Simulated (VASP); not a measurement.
Here is a VASP 6.6.1 calculation.

INCAR

```
  PREC = Accurate
  ENCUT = 600
  EDIFF = 1E-6
  ISMEAR = -1
  SIGMA = 0.05
  LREAL = F
  LASPH = T
  NELM = 120
  ALGO = Normal
  ISIF = 2
  LWAVE = F
  LCHARG = F
  GGA = PS
  NBANDS = 11
  GGA_COMPAT = F
```

KPOINTS

```
Automatic mesh
0
Gamma
  8 8 8
```

Contents of POSCAR:

```
MgO
1.0
    0.0000000000      2.1060000000      2.1060000000
    2.1060000000      0.0000000000      2.1060000000
    2.1060000000      2.1060000000      0.0000000000
Mg O
1 1
Direct
    0.0000000000      0.0000000000      0.0000000000
    0.5000000000      0.5000000000      0.5000000000
```

Potentials or basis: VASP PAW PBE potentials, release 64 (Mg, O).

Launch:

```console
$ cat potpaw_PBE.64/Mg/POTCAR potpaw_PBE.64/O/POTCAR > POTCAR
$ mpirun -np 1 vasp_std > vasp.out
```

(1) Estimate the band gap on the k mesh.

(2) What does it give for the pressure?

Answers

(1) 4.64 eV, direct.

(2) -0.5 GPa.

Caveat: the PAW data sets were made with another functional, which shifts forces and pressure a little.

**Experimental background.**

“Electronic structure of alkaline earth and post-transition metal oxides”, 2009, arxiv:0908.1581 quotes, for a bulk crystal of MgO: band gap 7.83 eV.

A measured gap of MgO is 7.83 eV (quoted in “Electronic structure of alkaline earth and post-transition metal oxides”, 2009, arxiv:0908.1581); the calculated 4.64 eV misses it by -3.19 eV. The value is that of PBEsol, without temperature or zero-point motion. Semilocal functionals fall short of measured gaps as a rule.
